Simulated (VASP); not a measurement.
Input of a VASP 6.6.1 run:

INCAR

```
PREC = Accurate
ENCUT = 520
EDIFF = 1E-6
ISMEAR = 0
SIGMA = 0.15
LREAL = False
LASPH = True
NELM = 80
ALGO = Fast
ISIF = 2
LWAVE = False
LCHARG = False
GGA = PE
NBANDS = 18
```

The input KPOINTS:

```
regular mesh
0
Gamma
  18 18 14
```

Contents of POSCAR:

```
CuAu
1.0
    2.8000000000      0.0000000000      0.0000000000
    0.0000000000      2.8000000000      0.0000000000
    0.0000000000      0.0000000000      3.7250500000
Cu Au
1 1
Direct
    0.5000000000      0.5000000000      0.5000000000
    0.0000000000      0.0000000000      0.0000000000
```

Potentials or basis: VASP PAW PBE potentials, release 64 (Cu, Au).

Launch:

```sh
$ cat potpaw_PBE.64/Cu/POTCAR potpaw_PBE.64/Au/POTCAR > POTCAR
$ mpirun -np 1 vasp_std > vasp.out
```

Task: What does it give for the pressure?

Result: 4.4 GPa.

Task: Predict the band gap on the k mesh.

Result: Zero (band 11 reaches 14.12 eV, above the bottom of band 12 at 6.74 eV).

Stress tensor (GPa, compression positive):
```
4.91 0.00 0.00
0.00 4.91 0.00
0.00 0.00 3.45
```

Caveat: the cell differs from its parent crystal (strain +0.000 along x and y, +0.015 along z); spin-orbit coupling is left out, which moves the levels of the heavy elements.
